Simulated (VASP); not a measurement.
P: single point with PBEsol+D3(BJ)

Crystal: P.

```
CELL_PARAMETERS angstrom
-3.39340 -1.95918 2.77752
3.39340 -1.95918 2.77752
0.00000 3.91836 2.77752
ATOMIC_POSITIONS crystal
P 0.24129 0.24129 0.24129
P 0.74129 0.74129 0.24129
P 0.74129 0.24129 0.74129
P 0.24129 0.74129 0.74129
P 0.75871 0.75871 0.75871
P 0.25871 0.25871 0.75871
P 0.25871 0.75871 0.25871
P 0.75871 0.25871 0.25871
```

| Quantity | Value |
| --- | --- |
| Program | VASP 6.6.1 |
| Task | single point |
| Functional | PBEsol |
| Dispersion | D3(BJ) |
| Potentials or basis | VASP PAW PBE potentials, release 64 (P) |
| Cutoff | 520 eV |
| k mesh | 12 × 12 × 12 |
| Occupations | gaussian, width 0.15 eV |
| Spin | no spin polarisation |

The pressure is 0.0 GPa. The largest force is 0.036 eV/Å and the band gap on the k mesh is zero (bands 20 and 21 overlap by 2.10 eV). The dispersion energy per atom is -0.409 eV.

Forces in eV/Å, atoms in the order of the input:
```
P    0.000  0.000 -0.036
P    0.000  0.000 -0.036
P    0.000  0.000 -0.036
P    0.000  0.000 -0.036
P    0.000  0.000  0.036
P    0.000  0.000  0.036
P    0.000  0.000  0.036
P    0.000  0.000  0.036
```

Stress tensor (GPa, compression positive):
```
 0.14  0.00  0.00
 0.00  0.14  0.00
 0.00  0.00 -0.31
```

Levels at points of the mesh, in eV from the Fermi level:
```tsv
k point	band 18	band 19	band 20	band 21	band 22	band 23
(0.00, 0.00, 0.00)	-2.46	-2.32	-1.19	0.29	0.29	0.29
(0.50, 0.00, 0.00)	-3.22	-0.06	-0.06	0.91	0.91	1.65
(0.50, 0.50, 0.00)	-1.43	-1.24	-1.24	0.56	0.56	0.64
(0.50, 0.50, 0.50)	-1.11	-1.09	-1.09	-1.09	-0.78	-0.78
```

It took 5.1 min on 1 thread of Intel(R) Xeon(R) Platinum 8488C (Sapphire Rapids), on a shared host, peak memory 0.5 GiB.

Caveat: the PAW data sets were made with another functional, which shifts forces and pressure a little.
